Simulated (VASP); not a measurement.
# LaIr5 (P6/mmm) in VASP: notebook

The runs below take LaIr5 through single point, with LDA.

Everything below comes from runs of VASP 6.6.1. Logs are shortened: lines on timing, memory, paths and dates and some standing lists are left out, and cuts for length are marked.

## Step 1: The cell of the first run

Symmetry: P6/mmm, No. 191, hexagonal system. Conventional cell: a = 5.237 Å, b = 5.237 Å, c = 4.098 Å, α = 90.00°, β = 90.00°, γ = 120.00°. La (site symmetry 6/mmm) has 18 Ir at 3.02 to 3.32 Å and 2 La at 4.10 Å within 4.1 Å. Within 3.4 Å of Ir (site symmetry mmm) lie 8 Ir at 2.55 to 2.62 Å and 4 La at 3.32 Å. Within 3.4 Å of Ir (site symmetry -6m2) lie 9 Ir at 2.55 to 3.02 Å and 3 La at 3.02 Å.

## Step 2: Single point, LDA

Input file INCAR:

```
SYSTEM = LaIr5
PREC = Accurate
ENCUT = 520
EDIFF = 1E-6
ISMEAR = -1
SIGMA = 0.1
LREAL = .False.
LASPH = .True.
NELM = 80
ALGO = Normal
ISIF = 2
LWAVE = .False.
LCHARG = .False.
NBANDS = 37
```

Input file KPOINTS:

```
Automatic mesh
0
Gamma
  5 5 6
  0 0 0
```

Input file POSCAR:

```
LaIr5
1.0
    5.2373908292      0.0000000000      0.0000000000
   -2.6186954146      4.5357137027      0.0000000000
    0.0000000000      0.0000000000      4.0975167249
La Ir
1 5
Direct
    0.0000000000      0.0000000000      0.0000000000
    0.5000000000      0.0000000000      0.5000000000
    0.5000000000      0.5000000000      0.5000000000
    0.0000000000      0.5000000000      0.5000000000
    0.3333333333      0.6666666667      0.0000000000
    0.6666666667      0.3333333333      0.0000000000
```

Potentials or basis: VASP PAW LDA potentials, release 64 (La, Ir).

The run is started by

```sh
$ cat potpaw_LDA.64/La/POTCAR potpaw_LDA.64/Ir/POTCAR > POTCAR
$ mpirun -np 1 vasp_std > vasp.out
```

OUTCAR:

```text
SYSTEM = LaIr5
   PREC = Accurate
   ENCUT = 520
   EDIFF = 1E-6
   ISMEAR = -1
   LREAL = .False.
   LASPH = .True.
   NELM = 80
   ISIF = 2

 ion  position               nearest neighbor table
   1  0.000  0.000  0.000-   5 3.02   6 3.02   6 3.02   5 3.02   6 3.02   5 3.02   2 3.32   2 3.32
                             2 3.32   2 3.32   4 3.32   4 3.32   4 3.32   3 3.32   3 3.32   4 3.32
   2  0.500  0.000  0.500-   5 2.55   6 2.55   5 2.55   6 2.55   3 2.62   4 2.62   3 2.62   4 2.62
                             1 3.32   1 3.32   1 3.32   1 3.32
   3  0.500  0.500  0.500-   5 2.55   6 2.55   5 2.55   6 2.55   4 2.62   4 2.62   2 2.62   2 2.62
                             1 3.32   1 3.32   1 3.32   1 3.32
   4  0.000  0.500  0.500-   5 2.55   6 2.55   5 2.55   6 2.55   3 2.62   3 2.62   2 2.62   2 2.62
                             1 3.32   1 3.32   1 3.32   1 3.32
   5  0.333  0.667  0.000-   4 2.55   4 2.55   3 2.55   3 2.55   2 2.55   2 2.55   1 3.02   6 3.02
                             1 3.02   6 3.02   6 3.02   1 3.02
   6  0.667  0.333  0.000-   4 2.55   4 2.55   3 2.55   3 2.55   2 2.55   2 2.55   5 3.02   1 3.02
                             1 3.02   5 3.02   5 3.02   1 3.02

  LATTYP: Found a hexagonal cell.
 ALAT       =     5.2373908292
 C/A-ratio  =     0.7823584030

  Lattice vectors:

 A1 = (   5.2373908292,   0.0000000000,   0.0000000000)
 A2 = (  -2.6186954146,   4.5357137027,   0.0000000000)
 A3 = (   0.0000000000,   0.0000000000,   4.0975167249)

Analysis of symmetry for initial positions (statically):
=====================================================================
 Subroutine PRICEL returns:
 Original cell was already a primitive cell.

 Routine SETGRP: Setting up the symmetry group for a
 hexagonal supercell.

 Subroutine GETGRP returns: Found 24 space group operations
 (whereof 24 operations were pure point group operations)
 out of a pool of 24 trial point group operations.

The static configuration has the point symmetry D_6h.

Analysis of symmetry for dynamics (positions and initial velocities):
=====================================================================
 Subroutine PRICEL returns:
 Original cell was already a primitive cell.

 Routine SETGRP: Setting up the symmetry group for a
 hexagonal supercell.

 Subroutine GETGRP returns: Found 24 space group operations
 (whereof 24 operations were pure point group operations)
 out of a pool of 24 trial point group operations.

The dynamic configuration has the point symmetry D_6h.

 Subroutine INISYM returns: Found 24 space group operations
 (whereof 24 operations are pure point group operations),
 and found     1 'primitive' translations

----------------------------------------------------------------------------------------

                                     Primitive cell

  volume of cell :      97.3378

  direct lattice vectors                    reciprocal lattice vectors
     5.237390829  0.000000000  0.000000000     0.190934767  0.110236235  0.000000000
    -2.618695415  4.535713703  0.000000000     0.000000000  0.220472469  0.000000000
     0.000000000  0.000000000  4.097516725     0.000000000  0.000000000  0.244050255

  length of vectors
     5.237390829  5.237390998  4.097516725     0.220472476  0.220472469  0.244050255

  position of ions in fractional coordinates (direct lattice)
     0.000000000  0.000000000  0.000000000
     0.500000000  0.000000000  0.500000000
     0.500000000  0.500000000  0.500000000
     0.000000000  0.500000000  0.500000000
     0.333333333  0.666666667  0.000000000
     0.666666667  0.333333333  0.000000000

  ion indices of the primitive-cell ions
   primitive index   ion index
                 1           1
                 2           2
                 3           3
                 4           4
                 5           5
                 6           6

----------------------------------------------------------------------------------------

 KPOINTS: Automatic mesh

Automatic generation of k-mesh.
 Grid dimensions read from file:
 generate k-points for:    5    5    6

 Generating k-lattice:

  Cartesian coordinates                     Fractional coordinates (reciprocal lattice)
     0.038186953  0.022047247  0.000000000     0.200000000  0.000000000  0.000000000
     0.000000000  0.044094494  0.000000000     0.000000000  0.200000000  0.000000000
     0.000000000  0.000000000  0.040675042     0.000000000  0.000000000  0.166666667

  Length of vectors
     0.044094495  0.044094494  0.040675042

  Shift w.r.t. Gamma in fractional coordinates (k-lattice)
     0.000000000  0.000000000  0.000000000

 Subroutine IBZKPT returns following result:
 ===========================================

 Found     20 irreducible k-points:

 Following reciprocal coordinates:
            Coordinates               Weight
  0.000000  0.000000  0.000000      1.000000
  0.200000  0.000000  0.000000      6.000000
  0.400000 -0.000000  0.000000      6.000000
  0.200000  0.200000  0.000000      6.000000
  0.400000  0.200000  0.000000      6.000000
  0.000000  0.000000  0.166667      2.000000
[... 12 lines left out ...]
  0.200000  0.200000  0.500000      6.000000
  0.400000  0.200000  0.500000      6.000000
   k-points           NKPTS =     20   k-points in BZ     NKDIM =     20   number of bands    NBANDS=     37
   number of dos      NEDOS =    301   number of ions     NIONS =      6
   total plane-waves  NPLWV =  48000
   dimension x,y,z NGX =    40 NGY =   40 NGZ =   30
   dimension x,y,z NGXF=    80 NGYF=   80 NGZF=   60
   ions per type =               1   5
   NGX,Y,Z   is equivalent  to a cutoff of  12.70, 12.70, 12.17 a.u.
   NGXF,Y,Z  is equivalent  to a cutoff of  25.39, 25.39, 24.34 a.u.
 SYSTEM =  LaIr5
   PREC   = accura    normal or accurate (medium, high low for compatibility)
   ISTART =      0    job   : 0-new  1-cont  2-samecut
   ICHARG =      2    charge: 1-file 2-atom 10-const
   ISPIN  =      1    spin polarized calculation?
   LNONCOLLINEAR =      F non collinear calculations
   LSORBIT =      F    spin-orbit coupling
   LASPH  =      T    aspherical Exc in radial PAW
   ENCUT  =  520.0 eV  38.22 Ry    6.18 a.u.   9.74  9.74  7.62*2*pi/ulx,y,z
   NELM   =     80;   NELMIN=  2; NELMDL= -5     # of ELM steps
   EDIFF  = 0.1E-05   stopping-criterion for ELM
   LREAL  =      F    real-space projection
[... 7 lines left out ...]
   TEBEG  =    0.0;   TEEND  =   0.0 temperature during run
   PSTRESS=    0.0 pullay stress
   NELECT =      56.0000    total number of electrons
   NUPDOWN=      -1.0000    fix difference up-down
   EMIN   =  10.00;   EMAX   =-10.00  energy-range for DOS
   EFERMI =   0.00;   METHOD = LEGACY
   ISMEAR =    -1;   SIGMA  =   0.10  broadening in eV -4-tet -1-fermi 0-gaus
   EFERMI_NEDOS =   21; number of points for ismear=-14 and -15
   IALGO  =     38    algorithm
   IMIX   =      4    mixing-type and parameters
     AMIX     =   0.40;   BMIX     =  1.00
     AMIX_MAG =   1.60;   BMIX_MAG =  1.00
  volume/ion in A,a.u.               =      16.22       109.48
  Fermi-wavevector in a.u.,A,eV,Ry     =   1.361582  2.573016 25.223907  1.853905
  Thomas-Fermi vector in A             =   2.488145
   LORBIT       =      0    0 simple, 1 ext, 2 COOP (PROOUT), +10 PAW based schemes
   GGA     = CA    functional components
   LHFCALC =     F    Hartree Fock is set to
   AEXX    =    0.0000 exact exchange contribution
   IVDW    =     0    specifies the selected vdW correction
   LEPSILON=     F    determine dielectric tensor
   LRPA    =     F    only Hartree local field effects (RPA)
 non-spin polarized calculation
  energy-cutoff  :      520.00
  volume of cell :       97.34
 maximum number of plane-waves:      2643
 NGX is ok and might be reduce to    40
   NGX = 19   NGY = 19   NGZ = 15

 number of electron      55.9999996 magnetization

 Free energy of the ion-electron system (eV)
  ---------------------------------------------------
  ext. energy  EPLUGINS =         0.00000000
  ---------------------------------------------------
  free energy    TOTEN  =       -58.28044425 eV

  energy without entropy =      -58.09175381  energy(sigma->0) =      -58.18609903

 E-fermi :  10.0522     XC(G=0): -13.2600

 val. band max:       10.0435237841   @ k =   0.2000   0.0000   0.3333
 cond. band min:      10.0624384322   @ k =   0.2000   0.0000   0.5000
 fundamental gap:      0.0189146480
 Fermi energy:        10.0521823416

 k-point     1 :       0.0000    0.0000    0.0000
  band No.  band energies     occupation
      1     -21.1487      2.00000
      2      -5.2965      2.00000
      3      -5.2965      2.00000
      4      -4.8780      2.00000
      5      -0.1499      2.00000
      6       2.5844      2.00000
[... 29 lines left out ...]
     36      13.5656      0.00000
     37      13.5692      0.00000

 k-point     2 :       0.2000    0.0000    0.0000
  band No.  band energies     occupation
      1     -21.1448      2.00000
      2      -5.3782      2.00000
      3      -5.2936      2.00000
      4      -4.8935      2.00000
      5       0.2807      2.00000
      6       2.9950      2.00000
[... 29 lines left out ...]
     36      13.5013      0.00000
     37      13.6065      0.00000

 k-point     3 :       0.4000   -0.0000    0.0000
  band No.  band energies     occupation
      1     -21.1386      2.00000
      2      -5.4903      2.00000
      3      -5.2890      2.00000
      4      -4.9183      2.00000
      5       1.2549      2.00000
      6       3.0459      2.00000
[... 29 lines left out ...]
     36      13.5923      0.00000
     37      13.6413      0.00000

 k-point     4 :       0.2000    0.2000    0.0000
  band No.  band energies     occupation
      1     -21.1398      2.00000
      2      -5.4463      2.00000
      3      -5.3134      2.00000
      4      -4.9136      2.00000
      5       1.0101      2.00000
      6       3.3898      2.00000
[... 29 lines left out ...]
     36      13.5231      0.00000
     37      13.5662      0.00000
[... 523 lines left out ...]
      1     -21.1135      2.00000
      2      -5.3497      2.00000
      3      -5.3372      2.00000
      4      -5.2593      2.00000
      5       2.6154      2.00000
      6       2.7006      2.00000
[... 29 lines left out ...]
     36      13.4094      0.00000
     37      13.5304      0.00000

 k-point    19 :       0.2000    0.2000    0.5000
  band No.  band energies     occupation
      1     -21.1141      2.00000
      2      -5.3453      2.00000
      3      -5.3360      2.00000
      4      -5.2751      2.00000
      5       2.5073      2.00000
      6       2.7121      2.00000
[... 29 lines left out ...]
     36      13.2631      0.00000
     37      13.5011      0.00000

 k-point    20 :       0.4000    0.2000    0.5000
  band No.  band energies     occupation
      1     -21.1126      2.00000
      2      -5.3279      2.00000
      3      -5.3245      2.00000
      4      -5.2719      2.00000
      5       2.9594      2.00000
      6       3.1254      2.00000
[... 29 lines left out ...]
     36      13.4413      0.00000
     37      13.4581      0.00000

------------------------ aborting loop because EDIFF is reached ----------------------------------------

  FORCE on cell =-STRESS in cart. coord.  units (eV):
  Direction    XX          YY          ZZ          XY          YZ          ZX
  --------------------------------------------------------------------------------------
  -------------------------------------------------------------------------------------
  Total        9.5370908      9.5370917     18.7721722      0.0000000     -0.0000000      0.0000000
  in kB      156.9802980    156.9803115    308.9895275      0.0000000     -0.0000000      0.0000000
  external PRESSURE =     207.6500457 kB  Pullay stress =       0.0000000 kB

 VOLUME and BASIS-vectors are now :
 -----------------------------------------------------------------------------
  energy-cutoff  :      520.00
  volume of cell :       97.34
      direct lattice vectors                 reciprocal lattice vectors
     5.237390829  0.000000000  0.000000000     0.190934767  0.110236235  0.000000000
    -2.618695415  4.535713703  0.000000000     0.000000000  0.220472469  0.000000000
     0.000000000  0.000000000  4.097516725     0.000000000  0.000000000  0.244050255

 POSITION                                       TOTAL-FORCE (eV/Angst)
 -----------------------------------------------------------------------------------
      0.00000      0.00000      0.00000        -0.000000     -0.000000      0.000000
      2.61870      0.00000      2.04876        -0.000000     -0.000000      0.000000
      1.30935      2.26786      2.04876        -0.000000     -0.000000      0.000000
     -1.30935      2.26786      2.04876        -0.000000     -0.000000      0.000000
     -0.00000      3.02381      0.00000        -0.000000      0.000000      0.000000
      2.61870      1.51190      0.00000         0.000000     -0.000000      0.000000
 -----------------------------------------------------------------------------------
    total drift:                               -0.000000     -0.000000     -0.000000

  FREE ENERGIE OF THE ION-ELECTRON SYSTEM (eV)
  ---------------------------------------------------
  free  energy   TOTEN  =       -58.2804442533 eV

  energy  without entropy=      -58.0917538078  energy(sigma->0) =      -58.18609903
```

Wall time 2.7 min (1 thread of Intel Xeon Platinum 8259CL at 2.50GHz (Skylake/Cascade Lake), shared host); peak memory 0.22 GiB.

What came out:

```
Free energy            : -58.2804 eV
Pressure               : 20.8 GPa
Band gap on the k mesh : zero (bands 28 and 29 overlap by 1.17 eV)
```

Levels at points of the mesh, in eV from the Fermi level:
| k point | band 25 | band 26 | band 27 | band 28 | band 29 | band 30 | band 31 | band 32 |
| --- | --- | --- | --- | --- | --- | --- | --- | --- |
| (0.00, 0.00, 0.00) | -0.83 | -0.15 | -0.15 | 0.83 | 1.97 | 2.27 | 2.48 | 2.48 |
| (0.00, 0.00, 0.50) | -0.68 | 0.01 | 0.22 | 0.22 | 0.58 | 0.58 | 1.26 | 1.39 |

Caveat: the cell stands under pressure; spin-orbit coupling is left out, which moves the levels of the heavy elements.

## Step 3: Single point, LDA

This run uses another cell than the first one, of 16.69 Å³/atom.

Input file INCAR:

```
SYSTEM = LaIr5
ALGO = Normal
EDIFF = 1E-7
ENCUT = 520
ISIF = 2
ISMEAR = -1
LASPH = .True.
LCHARG = .True.
LELF = .True.
LREAL = .False.
LVHAR = .True.
LWAVE = .False.
NBANDS = 37
NELM = 60
PREC = Accurate
SIGMA = 0.1
```

Input file KPOINTS:

```
k-points
0
Gamma
  5 5 6
  0 0 0
```

Edit POSCAR of step 2 so:

```diff
@@ -2,5 +2,5 @@
 1.0
-    5.2373908292      0.0000000000      0.0000000000
-   -2.6186954146      4.5357137027      0.0000000000
-    0.0000000000      0.0000000000      4.0975167249
+    5.2875124472      0.0000000000      0.0000000000
+   -2.6437562236      4.5791202991      0.0000000000
+    0.0000000000      0.0000000000      4.1367297939
 La Ir
```

Potentials or basis: VASP PAW LDA potentials, release 64 (La, Ir).

The run is started by

```sh
$ cat potpaw_LDA.64/La/POTCAR potpaw_LDA.64/Ir/POTCAR > POTCAR
$ mpirun -np 1 vasp_std > vasp.out
```

Run time: 3.1 min. Hardware: 1 thread of Intel Xeon Platinum 8259CL at 2.50GHz (Skylake/Cascade Lake), shared host; peak memory 0.22 GiB.

It converged, with:

| Quantity | Value |
| --- | --- |
| Free energy | -58.5611 eV |
| Pressure | 11.2 GPa |
| Band gap on the k mesh | zero (bands 28 and 29 overlap by 1.15 eV) |

Stress tensor (GPa, compression positive):
```
 7.14  0.00  0.00
 0.00  7.14  0.00
 0.00  0.00 19.42
```

Levels at points of the mesh, in eV from the Fermi level:
```tsv
k point	band 26	band 27	band 28	band 29	band 30	band 31
(0.00, 0.00, 0.00)	-0.15	-0.15	0.81	1.91	2.15	2.44
(0.00, 0.00, 0.50)	0.02	0.26	0.26	0.55	0.55	1.20
```

Caveat: the cell stands under pressure; spin-orbit coupling is left out, which moves the levels of the heavy elements.
